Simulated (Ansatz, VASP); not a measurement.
## K4HgPd2 in VASP and in Ansatz

```xyz
7
Lattice="2.7833 4.8208 0.0000 -2.7833 4.8208 0.0000 0.0000 -3.2139 8.8268" Properties=species:S:1:pos:R:3 pbc="T T T"
K     0.0000    3.2139    1.4767
K     0.0000    3.2139    7.3501
K     0.0000    0.0000    5.5079
K     0.0000    6.4278    3.3189
Hg    0.0000    0.0000    0.0000
Pd    0.0000    0.0000    2.3382
Pd    0.0000    6.4278    6.4886
```

Alike in both runs: task single point; functional r2SCAN; k mesh 4 × 4 × 4; no spin polarisation.

|  | VASP | Ansatz |
| --- | --- | --- |
| version | VASP 6.6.1 | Ansatz 0.2.0 |
| potentials or method | VASP PAW PBE potentials, release 64 (K_sv, Hg, Pd), cutoff 520 eV | PAW plane waves |
| occupations | fermi-dirac, width 0.1 eV | fermi-dirac |
| valence electrons in the cell | 68 | 92 |

Ansatz gave:

```
gap on the k mesh at the Fermi level (eV) : none
pressure (GPa)                            : 4.8
rms of the force components (eV/Å)        : 1.066
```

**Question.** What did VASP give for the same quantities?

**Answer.** gap on the k mesh at the Fermi level (eV): none; pressure (GPa): 5.0; rms of the force components (eV/Å): 1.133.

VASP's potentials were made for PBE, not for r2SCAN. A gap of «none» marks a metal or a gap that the smearing closes. VASP's potentials hold 68 valence electrons a cell and Ansatz's 92, so a difference there can come from the potentials and not from the codes. Ansatz's warnings: structure snapped to symmetry.

Spin-orbit coupling is off throughout.
